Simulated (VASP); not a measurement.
# TiB4 (Pmmm) in VASP: a series of runs, part 2 of 3

VASP 6.6.1.

## Step 4: Single point, PBE

This run uses another cell than the first one, of 9.88 Å³/atom, 0.998 times its volume.

File INCAR:

```
ALGO = Normal ; EDIFF = 1E-6
ENCUT = 520 ; GGA = PE
ISIF = 2 ; ISMEAR = 0
LASPH = True ; LCHARG = True
LELF = True ; LREAL = False
LVHAR = True ; LWAVE = False
NBANDS = 20 ; NELM = 100
PREC = Accurate ; SIGMA = 0.1
```

File KPOINTS:

```
k-points
0
Gamma
  6 6 4
```

File POSCAR:

```
TiB4
1.0
    3.0085196959      0.0000000000      0.0000000000
    0.0000000000      3.2116023005      0.0000000000
    0.0000000000      0.0000000000      5.1112937180
Ti B
1 4
Direct
    0.0000000000      0.5000000000      0.0000000000
    0.5000000000      0.0000000000      0.8261539041
    0.0000000000      0.0000000000      0.3370574441
    0.0000000000      0.0000000000      0.6629425559
    0.5000000000      0.0000000000      0.1738460959
```

On the command line:

```sh
$ cat potpaw_PBE.64/Ti_sv/POTCAR potpaw_PBE.64/B/POTCAR > POTCAR
$ mpirun -np 1 vasp_std > vasp.out
```

It took 38 s on 1 thread of Intel Xeon Platinum 8375C at 2.90GHz (Ice Lake), shared host; peak memory 0.18 GiB.

It converged, with:

| Property | Result |
| --- | --- |
| Free energy | -35.1134 eV |
| Pressure | 0.1 GPa |
| Largest force | 0.023 eV/Å |
| Band gap on the k mesh | zero (band 12 reaches 6.34 eV, above the bottom of band 13 at 3.75 eV) |

Forces on the atoms (eV/Å):
```
Ti   0.000  0.000  0.000
B    0.000  0.000 -0.023
B    0.000  0.000 -0.004
B    0.000  0.000  0.004
B    0.000  0.000  0.023
```

Stress tensor (GPa, compression positive):
```
 0.13  0.00  0.00
 0.00 -0.02  0.00
 0.00  0.00  0.14
```

Levels at points of the mesh, in eV from the Fermi level:
```csv
k point,band 8,band 9,band 10,band 11,band 12,band 13,band 14,band 15,band 16,band 17
"(0.00, 0.00, 0.00)",-1.67,-1.43,-0.86,-0.54,-0.39,0.61,2.22,3.57,4.29,5.67
"(0.50, 0.00, 0.00)",-5.03,-4.07,-3.39,-1.68,0.53,1.47,2.44,2.75,3.72,5.68
"(0.00, 0.50, 0.00)",-5.47,-2.72,-1.38,-1.11,1.16,1.50,2.30,2.66,2.99,3.27
"(0.50, 0.50, 0.00)",-3.54,-3.32,-2.73,-2.03,-1.81,-1.36,2.80,3.02,4.02,4.71
"(0.00, 0.00, 0.50)",-2.19,-1.55,-1.30,-0.92,-0.78,0.40,2.22,3.40,3.53,4.80
"(0.50, 0.00, 0.50)",-6.77,-1.65,-1.49,-1.05,-0.05,0.36,1.24,3.62,5.29,5.49
"(0.00, 0.50, 0.50)",-3.47,-2.86,-2.31,-1.67,-0.21,-0.18,2.27,2.67,4.06,4.48
"(0.50, 0.50, 0.50)",-5.49,-2.32,-1.66,-1.53,-0.90,-0.77,-0.02,3.07,4.96,5.23
```

## Step 5: Single point, PBE

This run uses another cell than the first one: it holds 10 atoms, not 5.

File INCAR:

```
SYSTEM = TiB4
ALGO = Normal
EDIFF = 1E-7
ENCUT = 520
GGA = PE
ISIF = 2
ISMEAR = 0
LASPH = .True.
LCHARG = .True.
LELF = .True.
LREAL = .False.
LVHAR = .True.
LWAVE = .False.
NBANDS = 35
NELM = 100
PREC = Accurate
SIGMA = 0.2
```

File KPOINTS:

```
k-points
0
Gamma
  8 6 2
  0 0 0
```

File POSCAR:

```
TiB4
1.0
    3.0158438208      0.0000000000      0.0000000000
    0.0000000000      3.1997312474      0.0000000000
    0.0000000000      0.0000000000     10.2116939801
Ti B
2 8
Direct
    1.0000000000      0.5000000000      0.0000000000
    0.0000000000      0.5000000000      0.5000000000
    0.5000000000      0.0000000000      0.4129313588
    0.5000000000      0.0000000000      0.9129313588
    1.0000000000      0.0000000000      0.1688681132
    0.0000000000      1.0000000000      0.6688681132
    0.0000000000      0.0000000000      0.3311318868
    0.0000000000      0.0000000000      0.8311318868
    0.5000000000      0.0000000000      0.0870686412
    0.5000000000      0.0000000000      0.5870686412
```

Potentials or basis: VASP PAW PBE potentials, release 64 (Ti_sv, B).

On the command line:

```sh
$ cat potpaw_PBE.64/Ti_sv/POTCAR potpaw_PBE.64/B/POTCAR > POTCAR
$ mpirun -np 1 vasp_std > vasp.out
```

OUTCAR:

```text
SYSTEM = TiB4
   EDIFF = 1E-7
   ENCUT = 520
   GGA = PE
   ISIF = 2
   ISMEAR = 0
   LASPH = .True.
   LREAL = .False.
   NELM = 100
   PREC = Accurate

 ion  position               nearest neighbor table
   1  0.000  0.500  0.000-   5 2.35   8 2.35   5 2.35   8 2.35   4 2.37   4 2.37   9 2.37   9 2.37
                             4 2.37   9 2.37   4 2.37   9 2.37
   2  0.000  0.500  0.500-   6 2.35   7 2.35   6 2.35   7 2.35   3 2.37   3 2.37  10 2.37  10 2.37
                             3 2.37  10 2.37   3 2.37  10 2.37
   3  0.500  0.000  0.413-   7 1.72   7 1.72  10 1.78   2 2.37   2 2.37   2 2.37   2 2.37
   4  0.500  0.000  0.913-   8 1.72   8 1.72   9 1.78   1 2.37   1 2.37   1 2.37   1 2.37
   5  0.000  0.000  0.169-   7 1.66   9 1.72   9 1.72   1 2.35   1 2.35
   6  0.000  0.000  0.669-   8 1.66  10 1.72  10 1.72   2 2.35   2 2.35
   7  0.000  0.000  0.331-   5 1.66   3 1.72   3 1.72   2 2.35   2 2.35
   8  0.000  0.000  0.831-   6 1.66   4 1.72   4 1.72   1 2.35   1 2.35
   9  0.500  0.000  0.087-   5 1.72   5 1.72   4 1.78   1 2.37   1 2.37   1 2.37   1 2.37
  10  0.500  0.000  0.587-   6 1.72   6 1.72   3 1.78   2 2.37   2 2.37   2 2.37   2 2.37
[... 8 lines left out ...]
 A1 = (   3.0158438208,   0.0000000000,   0.0000000000)
 A2 = (   0.0000000000,   3.1997312474,   0.0000000000)
 A3 = (   0.0000000000,   0.0000000000,  10.2116939801)
[... 215 lines left out ...]
      1     -51.2981      2.00000
      2     -51.2981      2.00000
      3     -27.6196      2.00000
      4     -27.6196      2.00000
      5     -27.5903      2.00000
      6     -27.5896      2.00000
[... 901 lines left out ...]
     34      11.0364      0.00000
     35      12.2347      0.00000

 [... further k-points ...]
[... 5 lines left out ...]
  --------------------------------------------------------------------------------------
  -------------------------------------------------------------------------------------
  Total       -0.4138491      0.1871712      0.4287447      0.0000000      0.0000000      0.0000000
  in kB       -6.7287203      3.0431925      6.9709060      0.0000000      0.0000000      0.0000000
  external PRESSURE =       1.0951261 kB  Pullay stress =       0.0000000 kB

 VOLUME and BASIS-vectors are now :
 -----------------------------------------------------------------------------
  energy-cutoff  :      520.00
  volume of cell :       98.54
      direct lattice vectors                 reciprocal lattice vectors
     3.015843821  0.000000000  0.000000000     0.331582157  0.000000000  0.000000000
     0.000000000  3.199731247  0.000000000     0.000000000  0.312526248  0.000000000
     0.000000000  0.000000000 10.211693980     0.000000000  0.000000000  0.097926946

 POSITION                                       TOTAL-FORCE (eV/Angst)
 -----------------------------------------------------------------------------------
      0.00000      1.59987      0.00000        -0.000000      0.000000      0.000000
      0.00000      1.59987      5.10585        -0.000000      0.000000      0.000000
      1.50792      0.00000      4.21673        -0.000000     -0.000000      0.030519
      1.50792      0.00000      9.32258         0.000000     -0.000000      0.030519
      0.00000      0.00000      1.72443         0.000000     -0.000000     -0.001062
      0.00000      0.00000      6.83028        -0.000000     -0.000000     -0.001062
      0.00000      0.00000      3.38142        -0.000000     -0.000000      0.001062
      0.00000      0.00000      8.48726         0.000000     -0.000000      0.001062
      1.50792      0.00000      0.88912         0.000000     -0.000000     -0.030519
      1.50792      0.00000      5.99497         0.000000     -0.000000     -0.030519
 -----------------------------------------------------------------------------------
    total drift:                                0.000000      0.000000      0.000000

  FREE ENERGIE OF THE ION-ELECTRON SYSTEM (eV)
  ---------------------------------------------------
  free  energy   TOTEN  =       -70.2546151010 eV

  energy  without entropy=      -70.1861321478  energy(sigma->0) =      -70.22037362
```

stdout:

```text
POSCAR found type information on POSCAR TiB
 POSCAR found :  2 types and      10 ions
 scaLAPACK will be used
 LDA part: xc-table for (Slater+PW92), standard interpolation
 POSCAR, INCAR and KPOINTS ok, starting setup
 FFT: planning ... GRIDC
 FFT: planning ... GRID_SOFT
 FFT: planning ... GRID
 WAVECAR not read
 entering main loop
```

Run time: 2.1 min. Hardware: 1 thread of Intel Xeon Platinum 8375C at 2.90GHz (Ice Lake), shared host; peak memory 0.26 GiB.

Results:

```yaml
Free_energy: -70.2546 eV
Pressure: 0.1 GPa
Largest_force: 0.031 eV/Å
Band_gap_on_the_k_mesh: zero (band 24 reaches 5.71 eV, above the bottom of band 25 at 3.77 eV)
```

Forces in eV/Å, atoms in the order of the input:
```
Ti   0.000  0.000  0.000
Ti   0.000  0.000  0.000
B    0.000  0.000  0.031
B    0.000  0.000  0.031
B    0.000  0.000 -0.001
B    0.000  0.000 -0.001
B    0.000  0.000  0.001
B    0.000  0.000  0.001
B    0.000  0.000 -0.031
B    0.000  0.000 -0.031
```

Stress tensor (GPa, compression positive):
```
-0.67  0.00  0.00
 0.00  0.30  0.00
 0.00  0.00  0.70
```

[end of part 2 of 3]
